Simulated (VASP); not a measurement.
# Ni (Fm-3m) in VASP: further runs, part 2 of 2

VASP 6.6.1. Earlier steps stand in the parts before.

### 3 Single point, PBE

The input, INCAR:

```
SYSTEM = Ni
PREC     = Accurate       ! precision mode
ENCUT    = 600            ! plane-wave cutoff, eV
EDIFF    = 1E-6           ! SCF threshold, eV
ISMEAR   = -1             ! smearing method
SIGMA    = 0.05           ! smearing width, eV
LREAL    = .FALSE.        ! projectors in reciprocal space
LASPH    = .TRUE.         ! aspherical terms in the spheres
NELM     = 120            ! most SCF steps
ALGO     = Normal         ! electronic algorithm
ISIF     = 2              ! what is computed and relaxed
LWAVE    = .FALSE.        ! write WAVECAR
LCHARG   = .FALSE.        ! write CHGCAR
GGA      = PE             ! functional
NBANDS   = 11             ! bands
GGA_COMPAT= .FALSE.
```

The input, KPOINTS:

```
Automatic mesh
0
G
  14 14 14
  0 0 0
```

The input, POSCAR:

```
Ni
1.0
    0.0000000000      1.7678000000      1.7678000000
    1.7678000000      0.0000000000      1.7678000000
    1.7678000000      1.7678000000      0.0000000000
Ni
1
Direct
    0.0000000000      0.0000000000      0.0000000000
```

Potentials or basis: VASP PAW PBE potentials, release 64 (Ni).

On the command line:

```
cat potpaw_PBE.64/Ni/POTCAR > POTCAR
mpirun -np 1 vasp_std > vasp.out
```

OUTCAR:

```text
SYSTEM = Ni
   PREC = Accurate
   ENCUT = 600
   EDIFF = 1E-6
   ISMEAR = -1
   LREAL = .FALSE.
   LASPH = .TRUE.
   NELM = 120
   ISIF = 2
   GGA = PE

 ion  position               nearest neighbor table
   1  0.000  0.000  0.000-

  LATTYP: Found a face centered cubic cell.
 ALAT       =     3.5356000000

  Lattice vectors:

 A1 = (   0.0000000000,   1.7678000000,   1.7678000000)
 A2 = (   1.7678000000,   0.0000000000,   1.7678000000)
 A3 = (   1.7678000000,   1.7678000000,   0.0000000000)

Analysis of symmetry for initial positions (statically):
=====================================================================
 Subroutine PRICEL returns:
 Original cell was already a primitive cell.

 Routine SETGRP: Setting up the symmetry group for a
 face centered cubic supercell.

 Subroutine GETGRP returns: Found 48 space group operations
 (whereof 48 operations were pure point group operations)
 out of a pool of 48 trial point group operations.

The static configuration has the point symmetry O_h .

Analysis of symmetry for dynamics (positions and initial velocities):
=====================================================================
 Subroutine PRICEL returns:
 Original cell was already a primitive cell.

 Routine SETGRP: Setting up the symmetry group for a
 face centered cubic supercell.

 Subroutine GETGRP returns: Found 48 space group operations
 (whereof 48 operations were pure point group operations)
 out of a pool of 48 trial point group operations.

The dynamic configuration has the point symmetry O_h .

 Subroutine INISYM returns: Found 48 space group operations
 (whereof 48 operations are pure point group operations),
 and found     1 'primitive' translations

----------------------------------------------------------------------------------------

                                     Primitive cell

  volume of cell :      11.0492

  direct lattice vectors                    reciprocal lattice vectors
     0.000000000  1.767800000  1.767800000    -0.282837425  0.282837425  0.282837425
     1.767800000  0.000000000  1.767800000     0.282837425 -0.282837425  0.282837425
     1.767800000  1.767800000  0.000000000     0.282837425  0.282837425 -0.282837425

  length of vectors
     2.500046736  2.500046736  2.500046736     0.489888790  0.489888790  0.489888790

  position of ions in fractional coordinates (direct lattice)
     0.000000000  0.000000000  0.000000000

  ion indices of the primitive-cell ions
   primitive index   ion index
                 1           1

----------------------------------------------------------------------------------------

 KPOINTS: Automatic mesh

Automatic generation of k-mesh.
 Grid dimensions read from file:
 generate k-points for:   14   14   14

 Generating k-lattice:

  Cartesian coordinates                     Fractional coordinates (reciprocal lattice)
    -0.020202673  0.020202673  0.020202673     0.071428571  0.000000000  0.000000000
     0.020202673 -0.020202673  0.020202673     0.000000000  0.071428571  0.000000000
     0.020202673  0.020202673 -0.020202673     0.000000000  0.000000000  0.071428571

  Length of vectors
     0.034992056  0.034992056  0.034992056

  Shift w.r.t. Gamma in fractional coordinates (k-lattice)
     0.000000000  0.000000000  0.000000000

 Subroutine IBZKPT returns following result:
 ===========================================

 Found    104 irreducible k-points:

 Following reciprocal coordinates:
            Coordinates               Weight
  0.000000  0.000000  0.000000      1.000000
  0.071429  0.000000  0.000000      8.000000
  0.142857  0.000000  0.000000      8.000000
  0.214286  0.000000  0.000000      8.000000
  0.285714  0.000000  0.000000      8.000000
  0.357143  0.000000  0.000000      8.000000
[... 16 lines left out ...]
  0.214286  0.142857  0.000000     24.000000
  0.285714  0.142857  0.000000     24.000000
 [... further k-points ...]
   k-points           NKPTS =    104   k-points in BZ     NKDIM =    104   number of bands    NBANDS=     11
   number of dos      NEDOS =    301   number of ions     NIONS =      1
   total plane-waves  NPLWV =   8000
   dimension x,y,z NGX =    20 NGY =   20 NGZ =   20
   dimension x,y,z NGXF=    40 NGYF=   40 NGZF=   40
   ions per type =               1
   NGX,Y,Z   is equivalent  to a cutoff of  13.30, 13.30, 13.30 a.u.
   NGXF,Y,Z  is equivalent  to a cutoff of  26.60, 26.60, 26.60 a.u.
 SYSTEM =  Ni
   PREC   = accura    normal or accurate (medium, high low for compatibility)
   ISTART =      0    job   : 0-new  1-cont  2-samecut
   ICHARG =      2    charge: 1-file 2-atom 10-const
   ISPIN  =      1    spin polarized calculation?
   LNONCOLLINEAR =      F non collinear calculations
   LSORBIT =      F    spin-orbit coupling
   LASPH  =      T    aspherical Exc in radial PAW
   ENCUT  =  600.0 eV  44.10 Ry    6.64 a.u.   4.99  4.99  4.99*2*pi/ulx,y,z
   NELM   =    120;   NELMIN=  2; NELMDL= -5     # of ELM steps
   EDIFF  = 0.1E-05   stopping-criterion for ELM
   LREAL  =      F    real-space projection
   EDIFFG = 0.1E-04   stopping-criterion for IOM
   NSW    =      0    number of steps for IOM
   IBRION =     -1    ionic relax: 0-MD 1-quasi-New 2-CG
   NFREE  =      0    steps in history (QN), initial steepest desc. (CG)
   ISIF   =      2    stress and relaxation
   ISYM   =      2    0-nonsym 1-usesym 2-fastsym
   POTIM  = 0.5000    time-step for ionic-motion
   TEBEG  =    0.0;   TEEND  =   0.0 temperature during run
   PSTRESS=    0.0 pullay stress
   NELECT =      10.0000    total number of electrons
   NUPDOWN=      -1.0000    fix difference up-down
   EMIN   =  10.00;   EMAX   =-10.00  energy-range for DOS
   EFERMI =   0.00;   METHOD = LEGACY
   ISMEAR =    -1;   SIGMA  =   0.05  broadening in eV -4-tet -1-fermi 0-gaus
   EFERMI_NEDOS =   21; number of points for ismear=-14 and -15
   IALGO  =     38    algorithm
   IMIX   =      4    mixing-type and parameters
     AMIX     =   0.40;   BMIX     =  1.00
     AMIX_MAG =   1.60;   BMIX_MAG =  1.00
  volume/ion in A,a.u.               =      11.05        74.56
  Fermi-wavevector in a.u.,A,eV,Ry     =   1.583550  2.992475 34.118373  2.507630
  Thomas-Fermi vector in A             =   2.683303
   LORBIT       =      0    0 simple, 1 ext, 2 COOP (PROOUT), +10 PAW based schemes
   GGA     = PE    functional components
   LHFCALC =     F    Hartree Fock is set to
   AEXX    =    0.0000 exact exchange contribution
   IVDW    =     0    specifies the selected vdW correction
   LEPSILON=     F    determine dielectric tensor
   LRPA    =     F    only Hartree local field effects (RPA)
 non-spin polarized calculation
  energy-cutoff  :      600.00
  volume of cell :       11.05
 maximum number of plane-waves:       378
   NGX =  9   NGY =  9   NGZ =  9

 number of electron      10.0000010 magnetization

 Free energy of the ion-electron system (eV)
  ---------------------------------------------------
  ext. energy  EPLUGINS =         0.00000000
  ---------------------------------------------------
  free energy    TOTEN  =        -5.42482758 eV

  energy without entropy =       -5.39329022  energy(sigma->0) =       -5.40905890

 E-fermi :   8.9466     XC(G=0): -13.1640

 val. band max:        8.9421268185   @ k =   0.5000   0.0000   0.0000
 cond. band min:       8.9466292797   @ k =  -0.1429   0.2143   0.0714
 fundamental gap:      0.0045024611
 Fermi energy:         8.9466113364

 k-point     1 :       0.0000    0.0000    0.0000
  band No.  band energies     occupation
      1       0.2380      2.00000
      2       7.1522      2.00000
      3       7.1522      2.00000
      4       7.1522      2.00000
      5       8.2230      2.00000
      6       8.2230      2.00000
      7      32.6683      0.00000
      8      36.4833      0.00000
      9      36.4833      0.00000
     10      36.4833      0.00000
     11      39.4328      0.00000

 k-point     2 :       0.0714    0.0000    0.0000
  band No.  band energies     occupation
      1       0.4352      2.00000
      2       7.0994      2.00000
      3       7.1960      2.00000
      4       7.1960      2.00000
      5       8.2047      2.00000
      6       8.2047      2.00000
      7      31.9500      0.00000
      8      34.4629      0.00000
      9      36.0416      0.00000
     10      36.0416      0.00000
     11      40.0961      0.00000
[... 295 lines left out ...]
 k-point    24 :       0.2857    0.1429    0.0000
  band No.  band energies     occupation
      1       2.8773      2.00000
      2       6.4721      2.00000
      3       7.3353      2.00000
      4       7.6284      2.00000
      5       8.2179      2.00000
      6       8.5727      1.99887
      7      24.5752      0.00000
      8      30.0158      0.00000
      9      30.7479      0.00000
     10      33.3833      0.00000
     11      38.3559      0.00000

 [... further k-points ...]
[... 5 lines left out ...]
  --------------------------------------------------------------------------------------
  -------------------------------------------------------------------------------------
  Total       -0.2652214     -0.2652214     -0.2652214     -0.0000000      0.0000000      0.0000000
  in kB      -38.4582779    -38.4582779    -38.4582779     -0.0000000      0.0000000      0.0000000
  external PRESSURE =     -38.4582779 kB  Pullay stress =       0.0000000 kB

 VOLUME and BASIS-vectors are now :
 -----------------------------------------------------------------------------
  energy-cutoff  :      600.00
  volume of cell :       11.05
      direct lattice vectors                 reciprocal lattice vectors
     0.000000000  1.767800000  1.767800000    -0.282837425  0.282837425  0.282837425
     1.767800000  0.000000000  1.767800000     0.282837425 -0.282837425  0.282837425
     1.767800000  1.767800000  0.000000000     0.282837425  0.282837425 -0.282837425

 POSITION                                       TOTAL-FORCE (eV/Angst)
 -----------------------------------------------------------------------------------
      0.00000      0.00000      0.00000        -0.000000     -0.000000     -0.000000
 -----------------------------------------------------------------------------------
    total drift:                                0.000000     -0.000000      0.000000

  FREE ENERGIE OF THE ION-ELECTRON SYSTEM (eV)
  ---------------------------------------------------
  free  energy   TOTEN  =        -5.4248275765 eV

  energy  without entropy=       -5.3932902157  energy(sigma->0) =       -5.40905890
```

Wall time 8.3 s (1 thread of Intel Xeon Platinum 8488C (Sapphire Rapids), shared host); peak memory 0.13 GiB.

Results:

| Item | Value |
| --- | --- |
| Free energy | -5.4248 eV |
| Pressure | -3.8 GPa |
| Band gap on the k mesh | zero (band 5 reaches 9.12 eV, above the bottom of band 6 at 8.18 eV) |

Caveat: the run has no spin polarisation, though such a crystal can be magnetic. Spin polarisation is off, so any magnetic state and its effect on volume and gap are missing.

### 4 Single point, PBE

The input, INCAR:

```
PREC = Accurate
ENCUT = 600
EDIFF = 1E-6
ISMEAR = -1
SIGMA = 0.05
LREAL = F
LASPH = T
NELM = 120
ALGO = Normal
ISIF = 2
LWAVE = F
LCHARG = F
GGA = PE
NBANDS = 11
GGA_COMPAT = F
```

The input, KPOINTS:

```
regular mesh
0
Gamma
  14 14 14
```

POSCAR is that of step 3.

On the command line:

```
cat potpaw_PBE.64/Ni/POTCAR > POTCAR
mpirun -np 1 vasp_std > vasp.out
```

Run time: 7.9 s. Hardware: 1 thread of Intel Xeon Platinum 8488C (Sapphire Rapids), shared host; peak memory 0.13 GiB.

The run converged. Its results:

```
Free energy            : -5.4248 eV
Pressure               : -3.8 GPa
Band gap on the k mesh : zero (band 5 reaches 9.12 eV, above the bottom of band 6 at 8.18 eV)
```

Levels at points of the mesh, in eV from the Fermi level:
| k point | band 1 | band 2 | band 3 | band 4 | band 5 | band 6 | band 7 | band 8 | band 9 | band 10 |
| --- | --- | --- | --- | --- | --- | --- | --- | --- | --- | --- |
| (0.00, 0.00, 0.00) | -8.71 | -1.79 | -1.79 | -1.79 | -0.72 | -0.72 | 23.72 | 27.54 | 27.54 | 27.54 |
| (0.50, 0.00, 0.00) | -4.31 | -1.84 | -1.84 | -0.08 | 0.00 | 0.00 | 5.98 | 22.23 | 24.66 | 24.66 |
| (0.50, 0.50, 0.00) | -4.16 | -3.58 | -0.02 | 0.17 | 0.17 | 2.63 | 9.42 | 14.90 | 14.90 | 19.83 |

Caveat: the run has no spin polarisation, though such a crystal can be magnetic.
